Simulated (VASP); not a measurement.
Al6N5 (a cell with a defect), 11 atoms in the cell. The cell holds a defect, 11 atoms: a = 5.295 Å, b = 5.295 Å, c = 5.295 Å, α = 65.36°, β = 65.36°, γ = 65.36°.  This cell differs from its parent crystal: atom 9 moved 0.250 of the way to it and +0.350 Å across, host rigid.

* Program: VASP 6.6.1
* Task: single point
* Functional: PBEsol
* Potentials or basis: VASP PAW PBE potentials, release 64 (Al, N)
* Cutoff: 520 eV
* k mesh: 6 × 6 × 6
* Occupations: gaussian, width 0.05 eV
* Spin: no spin polarisation
* Dipole correction: no
* Charge: 3
* Further INCAR settings: ALGO = Normal; EDIFF = 1e-06; NBANDS = 32; NELECT = 40.0

Potentials or basis: VASP PAW PBE potentials, release 64 (Al, N).

The run is started by

```bash
$ cat potpaw_PBE.64/Al/POTCAR potpaw_PBE.64/N/POTCAR > POTCAR
$ mpirun -np 1 vasp_std > vasp.out
```

Hardware: 1 thread of Intel(R) Xeon(R) Platinum 8559C (Emerald Rapids), on a shared host.

Problem. Estimate the wall time of this run.

Solution. It took 4.9 min on 1 thread of Intel(R) Xeon(R) Platinum 8559C (Emerald Rapids), on a shared host, peak memory 0.44 GiB. Counts: scf iterations 15, k points 112.
